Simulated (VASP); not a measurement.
Write the native input for VASP 6.6.1 that does the following.

- Task: single point
- Functional: PBEsol
- Potentials or basis: VASP PAW PBE potentials, release 64 (Pd)
- Cutoff: 520 eV
- k mesh: 10 × 10 × 3
- Occupations: methfessel-paxton, width 0.1 eV
- Spin: no spin polarisation
- Dipole correction: no
- Further INCAR settings: ALGO = Normal; EDIFF = 1e-06; NBANDS = 28

The structure of Pd lies in POSCAR:

```
Pd
1.0
    2.8343487427      0.0000000000      0.0000000000
   -1.4171743714      2.4546181462      0.0000000000
    0.0000000000      0.0000000000      9.3553406474
Pd
4
Direct
    0.0000000000      0.0000000000      0.0000000000
    0.3333333333      0.6666666667      0.2500000000
    0.0000000000      0.0000000000      0.5000000000
    0.6666666667      0.3333333333      0.7500000000
```

One way to write it, as run:

INCAR

```
SYSTEM = Pd
PREC = Accurate ; ENCUT = 520
EDIFF = 1E-6 ; ISMEAR = 1
SIGMA = 0.1 ; LREAL = .FALSE.
LASPH = .TRUE. ; NELM = 100
ALGO = Normal ; ISIF = 2
LWAVE = .FALSE. ; LCHARG = .FALSE.
GGA = PS ; NBANDS = 28
```

KPOINTS

```
regular mesh
0
G
  10 10 3
  0 0 0
```

Potentials or basis: VASP PAW PBE potentials, release 64 (Pd).

Run with:

```sh
$ cat potpaw_PBE.64/Pd/POTCAR > POTCAR
$ mpirun -np 1 vasp_std > vasp.out
```

It gave:

```
Pressure               : -16.8 GPa
Band gap on the k mesh : zero (band 20 reaches 8.24 eV, above the bottom of band 21 at 7.46 eV)
```

Caveat: the PAW data sets were made with another functional, which shifts forces and pressure a little.

Run time: 35 s on 1 thread of Intel(R) Xeon(R) Platinum 8488C (Sapphire Rapids), on a shared host, peak memory 0.2 GiB.
